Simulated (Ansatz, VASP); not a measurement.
## Yb: VASP beside Ansatz

```
Yb
1.0
     0.00000    2.74310    2.74310
     2.74310    0.00000    2.74310
     2.74310    2.74310    0.00000
Yb
1
Direct
  0.00000 0.00000 0.00000
```

Alike in both runs: task single point; functional PBE; k mesh 7 × 7 × 7; occupations fermi-dirac, width 0.05 eV; collinear spin; fixed moment 1.5 μB.

```csv
,VASP,Ansatz
version,VASP 6.6.1,Ansatz 0.2.0
potentials or method,"VASP PAW PBE potentials, release 64 (Yb)",Ansatz PAW
plane-wave cutoff (eV),520,420
valence electrons in the cell,24,24
```

VASP gave:

| Item | Value |
| --- | --- |
| pressure (GPa) | -2.7 |
| net moment per atom (μB) | 1.50 |
| size of the moment on the site where the two differ most (μB) | 0.65 |

Problem. Estimate Ansatz's values.

Solution. Pressure (GPa): -2.4; net moment per atom (μB): 1.50; size of the moment on the site where the two differ most (μB): 0.94.

Site moments also hang on the region over which each program counts them.

Neither program's run includes spin-orbit coupling.
